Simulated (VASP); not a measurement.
Write the native input for VASP 6.6.1 that does the following.

* Task: single point
* Functional: PBE
* Potentials or basis: VASP PAW PBE potentials, release 64 (Al, N)
* Cutoff: 600 eV
* k mesh: 4 × 4 × 4
* Occupations: gaussian, width 0.15 eV
* Spin: no spin polarisation
* Dipole correction: no
* Further INCAR settings: ALGO = Normal; EDIFF = 1e-06; NBANDS = 16

The structure of AlN lies in POSCAR:

```
AlN
1.0
    0.0000000000      2.8272736416      2.8272736416
    2.8272736416      0.0000000000      2.8272736416
    2.8272736416      2.8272736416      0.0000000000
Al N
2 2
Direct
    0.5000000000      0.5000000000      0.5000000000
    0.7500000000      0.7500000000      0.7500000000
    0.0000000000      0.0000000000      0.0000000000
    0.2500000000      0.2500000000      0.2500000000
```

The input as run:

INCAR

```
SYSTEM = AlN
ALGO = Normal
EDIFF = 1E-6
ENCUT = 600
GGA = PE
GGA_COMPAT = .False.
ISIF = 2
ISMEAR = 0
LASPH = .True.
LCHARG = .False.
LREAL = .False.
LWAVE = .False.
NBANDS = 16
NELM = 120
PREC = Accurate
SIGMA = 0.15
```

KPOINTS

```
k-points
0
Gamma
  4 4 4
  0 0 0
```

Potentials or basis: VASP PAW PBE potentials, release 64 (Al, N).

Command:

```bash
$ cat potpaw_PBE.64/Al/POTCAR potpaw_PBE.64/N/POTCAR > POTCAR
$ mpirun -np 1 vasp_std > vasp.out
```

It gave:

```
Pressure               : -1.0 GPa
Band gap on the k mesh : zero (band 8 reaches 7.86 eV, above the bottom of band 9 at 5.13 eV)
```

Caveat: the k points lie up to 0.48 Å⁻¹ apart.

Wall time 5.2 s on 1 thread of Intel(R) Xeon(R) 6975P-C (Granite Rapids), with other jobs on the host, peak memory 0.15 GiB.
